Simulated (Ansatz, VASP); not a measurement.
**SnSe2 in VASP and in Ansatz**

POSCAR

```
SnSe2
1.0
    3.8255480572      0.0000000000      0.0000000000
   -1.9127740286      3.3130218009      0.0000000000
    0.0000000000      0.0000000000      6.2308439267
Sn Se
1 2
Direct
    0.0000000000      0.0000000000      0.0000000000
    0.3333333333      0.6666666667      0.2529856606
    0.6666666667      0.3333333333      0.7470143394
```

The input INCAR.step1:

```
SYSTEM = SnSe2
  PREC = Accurate
  ENCUT = 520
  ISMEAR = -1
  SIGMA = 0.03
  LREAL = .False.
  LASPH = .True.
  NELM = 60
  NBANDS = 20
  GGA = PE
  ALGO = Normal
  EDIFF = 1E-4
  LWAVE = .True.
  LCHARG = .False.
```

INCAR.step2

```
SYSTEM = SnSe2
  PREC = Accurate
  ENCUT = 520
  EDIFF = 1E-6
  ISMEAR = -1
  SIGMA = 0.03
  LREAL = .False.
  LASPH = .True.
  NELM = 60
  ALGO = Normal
  ISIF = 2
  LWAVE = .False.
  LCHARG = .False.
  METAGGA = R2SCAN
  LMIXTAU = .True.
  LUSE_VDW = .True.
  IVDW_NL = 2
  BPARAM = 11.95
  CPARAM = 0.0093
  NBANDS = 20
  ISTART = 1
```

The input KPOINTS:

```
regular mesh
0
Gamma
  12 12 6
  0 0 0
```

Input for Ansatz:

```yaml
crystal:
  lattice:
    - [3.8255480572, 0.0, 0.0]
    - [-1.9127740286, 3.3130218009, 0.0]
    - [0.0, 0.0, 6.2308439267]
  atoms:
    - { symbol: Sn, position: [0.0, 0.0, 0.0] }
    - { symbol: Se, position: [0.3333333333, 0.6666666667, 0.2529856606] }
    - { symbol: Se, position: [0.6666666667, 0.3333333333, 0.7470143394] }
kpoints:
  mp_grid: { grid: [12, 12, 6] }
  band_path:
    path:
      - [0.0, 0.0, 0.0]
      - [0.5, 0.0, 0.0]
      - [0.3333333333, 0.3333333333, 0.0]
      - [0.0, 0.0, 0.5]
      - [0.5, 0.0, 0.5]
      - [0.3333333333, 0.3333333333, 0.5]
    npoints: 1
hamiltonian:
  xc: r2scan
  dispersion: rvv10
scf:
  occupations: { method: fermi_dirac, width: 0.03 }
  n_extra_bands: 4
output:
  forces: true
  stress: true
  eigenvalues: true
```

Alike in both runs: task single point; functional r2SCAN; dispersion rVV10; k mesh 12 × 12 × 6; occupations fermi-dirac, width 0.03 eV; no spin polarisation.

```csv
,VASP,Ansatz
version,VASP 6.6.1,Ansatz 0.2.0
potentials or method,"VASP PAW PBE potentials, release 64 (Sn_d, Se)","plane waves, PAW"
plane-wave cutoff (eV),520,500
valence electrons in the cell,26,46
```

```csv
,VASP,Ansatz,Ansatz less VASP
pressure (GPa),0.2,0.0,-0.21
rms of the force components (eV/Å),0.012,0.001,-0.0113
```

VASP's potentials were made for PBE, not for r2SCAN. Atom by atom the forces differ by 0.013 eV/Å (rms over components). VASP's potentials hold 26 valence electrons a cell and Ansatz's 46, so a difference there can come from the potentials and not from the codes.
